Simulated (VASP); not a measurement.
# PbSe (Fm-3m) in VASP: notebook, part 2 of 4

VASP 6.6.1. Earlier steps stand in the parts before.

### Step 3. Single point, BLYP+D3(BJ) (volume scaled by 0.96)

Contents of INCAR:

```
PREC     = Accurate       # precision mode
ENCUT    = 520            # plane-wave cutoff, eV
EDIFF    = 1E-6           # SCF threshold, eV
ISMEAR   = 0              # smearing method
SIGMA    = 0.05           # smearing width, eV
LREAL    = False          # projectors in reciprocal space
LASPH    = True           # aspherical terms in the spheres
NELM     = 60             # most SCF steps
ALGO     = Normal         # electronic algorithm
ISIF     = 2              # what is computed and relaxed
LWAVE    = False          # write WAVECAR
LCHARG   = False          # write CHGCAR
GGA      = B5             # functional
ALDAX    = 1.0          
AGGAX    = 1.0          
AGGAC    = 1.0          
ALDAC    = 0.0          
IVDW     = 12             # dispersion correction
VDW_S6   = 1.0          
VDW_S8   = 2.6996       
VDW_A1   = 0.4298       
VDW_A2   = 4.2359       
NBANDS   = 17             # bands
```

Contents of KPOINTS:

```
regular mesh
0
Gamma
  6 6 6
```

Contents of POSCAR:

```
PbSe
1.0
    0.0000000000      3.0368263550      3.0368263550
    3.0368263550      0.0000000000      3.0368263550
    3.0368263550      3.0368263550      0.0000000000
Pb Se
1 1
Direct
    0.5000000000      0.5000000000      0.5000000000
    0.0000000000      0.0000000000      0.0000000000
```

Potentials or basis: VASP PAW PBE potentials, release 64 (Pb_d, Se).

On the command line:

```bash
cat potpaw_PBE.64/Pb_d/POTCAR potpaw_PBE.64/Se/POTCAR > POTCAR
mpirun -np 1 vasp_std > vasp.out
```

OUTCAR:

```text
PREC = Accurate
   ENCUT = 520
   EDIFF = 1E-6
   ISMEAR = 0
   LREAL = False
   LASPH = True
   NELM = 60
   ISIF = 2
   GGA = B5
   IVDW = 12
 IVDW          = 12

 ion  position               nearest neighbor table
   1  0.500  0.500  0.500-   2 3.04   2 3.04   2 3.04   2 3.04   2 3.04   2 3.04
   2  0.000  0.000  0.000-   1 3.04   1 3.04   1 3.04   1 3.04   1 3.04   1 3.04

  LATTYP: Found a face centered cubic cell.
 ALAT       =     6.0736527100

  Lattice vectors:

 A1 = (   0.0000000000,   3.0368263550,   3.0368263550)
 A2 = (   3.0368263550,   0.0000000000,   3.0368263550)
 A3 = (   3.0368263550,   3.0368263550,   0.0000000000)

Analysis of symmetry for initial positions (statically):
=====================================================================
 Subroutine PRICEL returns:
 Original cell was already a primitive cell.

 Routine SETGRP: Setting up the symmetry group for a
 face centered cubic supercell.

 Subroutine GETGRP returns: Found 48 space group operations
 (whereof 48 operations were pure point group operations)
 out of a pool of 48 trial point group operations.

The static configuration has the point symmetry O_h .

Analysis of symmetry for dynamics (positions and initial velocities):
=====================================================================
 Subroutine PRICEL returns:
 Original cell was already a primitive cell.

 Routine SETGRP: Setting up the symmetry group for a
 face centered cubic supercell.

 Subroutine GETGRP returns: Found 48 space group operations
 (whereof 48 operations were pure point group operations)
 out of a pool of 48 trial point group operations.

The dynamic configuration has the point symmetry O_h .

 Subroutine INISYM returns: Found 48 space group operations
 (whereof 48 operations are pure point group operations),
 and found     1 'primitive' translations

----------------------------------------------------------------------------------------

                                     Primitive cell

  volume of cell :      56.0131

  direct lattice vectors                    reciprocal lattice vectors
     0.000000000  3.036826355  3.036826355    -0.164645568  0.164645568  0.164645568
     3.036826355  0.000000000  3.036826355     0.164645568 -0.164645568  0.164645568
     3.036826355  3.036826355  0.000000000     0.164645568  0.164645568 -0.164645568

  length of vectors
     4.294721018  4.294721018  4.294721018     0.285174489  0.285174489  0.285174489

  position of ions in fractional coordinates (direct lattice)
     0.500000000  0.500000000  0.500000000
     0.000000000  0.000000000  0.000000000

  ion indices of the primitive-cell ions
   primitive index   ion index
                 1           1
                 2           2

----------------------------------------------------------------------------------------

 KPOINTS: regular mesh

Automatic generation of k-mesh.
 Grid dimensions read from file:
 generate k-points for:    6    6    6

 Generating k-lattice:

  Cartesian coordinates                     Fractional coordinates (reciprocal lattice)
    -0.027440928  0.027440928  0.027440928     0.166666667  0.000000000  0.000000000
     0.027440928 -0.027440928  0.027440928     0.000000000  0.166666667  0.000000000
     0.027440928  0.027440928 -0.027440928     0.000000000  0.000000000  0.166666667

  Length of vectors
     0.047529081  0.047529081  0.047529081

  Shift w.r.t. Gamma in fractional coordinates (k-lattice)
     0.000000000  0.000000000  0.000000000

 Subroutine IBZKPT returns following result:
 ===========================================

 Found     16 irreducible k-points:

 Following reciprocal coordinates:
            Coordinates               Weight
  0.000000  0.000000  0.000000      1.000000
  0.166667  0.000000  0.000000      8.000000
  0.333333  0.000000  0.000000      8.000000
  0.500000  0.000000  0.000000      4.000000
  0.166667  0.166667  0.000000      6.000000
  0.333333  0.166667  0.000000     24.000000
[... 8 lines left out ...]
 -0.333333  0.333333  0.166667     24.000000
 -0.333333  0.500000  0.166667     12.000000
   k-points           NKPTS =     16   k-points in BZ     NKDIM =     16   number of bands    NBANDS=     17
   number of dos      NEDOS =    301   number of ions     NIONS =      2
   total plane-waves  NPLWV =  32768
   dimension x,y,z NGX =    32 NGY =   32 NGZ =   32
   dimension x,y,z NGXF=    64 NGYF=   64 NGZF=   64
   ions per type =               1   1
   NGX,Y,Z   is equivalent  to a cutoff of  12.39, 12.39, 12.39 a.u.
   NGXF,Y,Z  is equivalent  to a cutoff of  24.77, 24.77, 24.77 a.u.
 SYSTEM =  unknown system
   PREC   = accura    normal or accurate (medium, high low for compatibility)
   ISTART =      0    job   : 0-new  1-cont  2-samecut
   ICHARG =      2    charge: 1-file 2-atom 10-const
   ISPIN  =      1    spin polarized calculation?
   LNONCOLLINEAR =      F non collinear calculations
   LSORBIT =      F    spin-orbit coupling
   LASPH  =      T    aspherical Exc in radial PAW
   ENCUT  =  520.0 eV  38.22 Ry    6.18 a.u.   7.99  7.99  7.99*2*pi/ulx,y,z
   NELM   =     60;   NELMIN=  2; NELMDL= -5     # of ELM steps
   EDIFF  = 0.1E-05   stopping-criterion for ELM
   LREAL  =      F    real-space projection
   EDIFFG = 0.1E-04   stopping-criterion for IOM
   NSW    =      0    number of steps for IOM
   IBRION =     -1    ionic relax: 0-MD 1-quasi-New 2-CG
   NFREE  =      0    steps in history (QN), initial steepest desc. (CG)
   ISIF   =      2    stress and relaxation
   ISYM   =      2    0-nonsym 1-usesym 2-fastsym
   POTIM  = 0.5000    time-step for ionic-motion
   TEBEG  =    0.0;   TEEND  =   0.0 temperature during run
   PSTRESS=    0.0 pullay stress
   NELECT =      20.0000    total number of electrons
   NUPDOWN=      -1.0000    fix difference up-down
   EMIN   =  10.00;   EMAX   =-10.00  energy-range for DOS
   EFERMI =   0.00;   METHOD = LEGACY
   ISMEAR =     0;   SIGMA  =   0.05  broadening in eV -4-tet -1-fermi 0-gaus
   EFERMI_NEDOS =   21; number of points for ismear=-14 and -15
   IALGO  =     38    algorithm
   IMIX   =      4    mixing-type and parameters
     AMIX     =   0.40;   BMIX     =  1.00
     AMIX_MAG =   1.60;   BMIX_MAG =  1.00
  volume/ion in A,a.u.               =      28.01       189.00
  Fermi-wavevector in a.u.,A,eV,Ry     =   1.161417  2.194760 18.352757  1.348890
  Thomas-Fermi vector in A             =   2.297989
   LORBIT       =      0    0 simple, 1 ext, 2 COOP (PROOUT), +10 PAW based schemes
   GGA     = B5    functional components
   LHFCALC =     F    Hartree Fock is set to
   AEXX    =    0.0000 exact exchange contribution
   IVDW    =    12    specifies the selected vdW correction
   LEPSILON=     F    determine dielectric tensor
   LRPA    =     F    only Hartree local field effects (RPA)
 non-spin polarized calculation
 Gauss-broadening in eV      SIGMA  =   0.05
  energy-cutoff  :      520.00
  volume of cell :       56.01
 maximum number of plane-waves:      1527
   NGX = 15   NGY = 15   NGZ = 15

 number of electron      20.0000006 magnetization

 Free energy of the ion-electron system (eV)
  ---------------------------------------------------
  ext. energy  EPLUGINS =         0.00000000
  ---------------------------------------------------
  free energy    TOTEN  =        -6.97392617 eV

  energy without entropy =       -6.97392614  energy(sigma->0) =       -6.97392615

 E-fermi :   5.9792     XC(G=0):  -9.0530

 val. band max:        5.8182087002   @ k =   0.5000   0.0000   0.0000
 cond. band min:       6.1401273881   @ k =   0.5000   0.0000   0.0000
 fundamental gap:      0.3219186879
 Fermi energy:         5.9791657015

 k-point     1 :       0.0000    0.0000    0.0000
  band No.  band energies     occupation
      1     -11.0867      2.00000
      2     -11.0867      2.00000
      3     -11.0856      2.00000
      4     -11.0856      2.00000
      5     -11.0856      2.00000
      6      -7.9937      2.00000
[... 9 lines left out ...]
     16      12.4819      0.00000
     17      14.3189      0.00000
[... 281 lines left out ...]
 k-point    16 :      -0.3333    0.5000    0.1667
  band No.  band energies     occupation
      1     -11.2031      2.00000
      2     -11.0890      2.00000
      3     -11.0810      2.00000
      4     -11.0548      2.00000
      5     -11.0369      2.00000
      6      -6.4593      2.00000
[... 9 lines left out ...]
     16      17.7191      0.00000
     17      18.5698      0.00000

------------------------ aborting loop because EDIFF is reached ----------------------------------------

 Edisp (eV)   -1.77288

 E8    (eV) :    -1.3438

  FORCE on cell =-STRESS in cart. coord.  units (eV):
  Direction    XX          YY          ZZ          XY          YZ          ZX
  --------------------------------------------------------------------------------------
  -------------------------------------------------------------------------------------
  Total       0.86170     0.86170     0.86170     0.00000    -0.00000     0.00000
  in kB      24.64781    24.64781    24.64781     0.00000    -0.00000     0.00000
  external pressure =       24.65 kB  Pullay stress =        0.00 kB

 VOLUME and BASIS-vectors are now :
 -----------------------------------------------------------------------------
  energy-cutoff  :      520.00
  volume of cell :       56.01
      direct lattice vectors                 reciprocal lattice vectors
     0.000000000  3.036826355  3.036826355    -0.164645568  0.164645568  0.164645568
     3.036826355  0.000000000  3.036826355     0.164645568 -0.164645568  0.164645568
     3.036826355  3.036826355  0.000000000     0.164645568  0.164645568 -0.164645568

 POSITION                                       TOTAL-FORCE (eV/Angst)
 -----------------------------------------------------------------------------------
      3.03683      3.03683      3.03683         0.000000      0.000000      0.000000
      0.00000      0.00000      0.00000        -0.000000     -0.000000     -0.000000
 -----------------------------------------------------------------------------------
    total drift:                                0.000000     -0.000000      0.000000

  FREE ENERGIE OF THE ION-ELECTRON SYSTEM (eV)
  ---------------------------------------------------
  free  energy   TOTEN  =        -8.7468040876 eV

  energy  without entropy=       -8.7468040546  energy(sigma->0) =       -8.74680407
```

It took 18 s on 1 thread of AMD EPYC 7R13 (Zen 3), shared host; peak memory 0.16 GiB.

Results:

```
Free energy                : -8.7468 eV
Pressure                   : 2.5 GPa
Band gap on the k mesh     : 0.32 eV, direct
Dispersion energy per atom : -0.886 eV
```

Levels at points of the mesh, in eV from the valence-band top:
| k point | band 8 | band 9 | band 10 | band 11 | band 12 | band 13 |
| --- | --- | --- | --- | --- | --- | --- |
| (0.00, 0.00, 0.00) | -2.00 | -2.00 | -2.00 | 4.66 | 4.66 | 4.66 |
| (0.50, 0.00, 0.00) | -1.55 | -1.55 | 0.00 | 0.32 | 1.62 | 1.62 |
| (0.50, 0.50, 0.00) | -5.11 | -3.37 | -3.37 | 3.89 | 5.60 | 5.60 |

Caveat: the PAW data sets were made with another functional, which shifts forces and pressure a little; spin-orbit coupling is left out, which moves the levels of the heavy elements. A k mesh can miss the band edges.

(Part 2 of 4 ends here.)
